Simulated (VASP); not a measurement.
## SnTe3: single point with PBE

SnTe3:

```
Sn Te
1.0
     6.38826    0.00000    0.00000
    -3.19413    5.53239    0.00000
     0.00000    0.00000    5.46461
Sn Te
1 3
Direct
  0.00000 0.00000 0.00000
  0.50000 0.00000 0.00000
  0.00000 0.50000 0.00000
  0.50000 0.50000 0.00000
```

The cell was built from a structure type or drawn by symmetry, and may not be a known phase.

| Item | Value |
| --- | --- |
| Program | VASP 6.6.1 |
| Task | single point |
| Functional | PBE |
| Potentials or basis | VASP PAW PBE potentials, release 64 (Sn_d, Te) |
| Cutoff | 520 eV |
| k mesh | 12 × 12 × 8 |
| Occupations | gaussian, width 0.1 eV |
| Spin | no spin polarisation |

- Pressure: 0.0 GPa
- Band gap on the k mesh: zero (bands 16 and 17 overlap by 2.01 eV)

Stress tensor (GPa, compression positive):
```
-0.07  0.00  0.00
 0.00 -0.07  0.00
 0.00  0.00  0.04
```

Levels at points of the mesh, in eV from the Fermi level:
```tsv
k point	band 13	band 14	band 15	band 16	band 17	band 18	band 19	band 20
(0.00, 0.00, 0.00)	-2.62	0.00	0.00	1.59	1.64	2.45	2.45	3.19
(0.50, 0.00, 0.00)	-1.49	-1.35	-1.29	-0.27	-0.10	0.87	1.15	2.79
(0.00, 0.00, 0.50)	-3.09	-0.30	-0.30	1.06	1.61	2.47	2.47	4.60
(0.50, 0.00, 0.50)	-1.81	-1.47	-1.27	-0.42	-0.24	0.54	0.93	2.80
```

It took 3.9 min on 1 thread of Intel(R) Xeon(R) 6975P-C (Granite Rapids) (shared host), peak memory 0.57 GiB.

Caveat: spin-orbit coupling is left out, which moves the levels of the heavy elements.
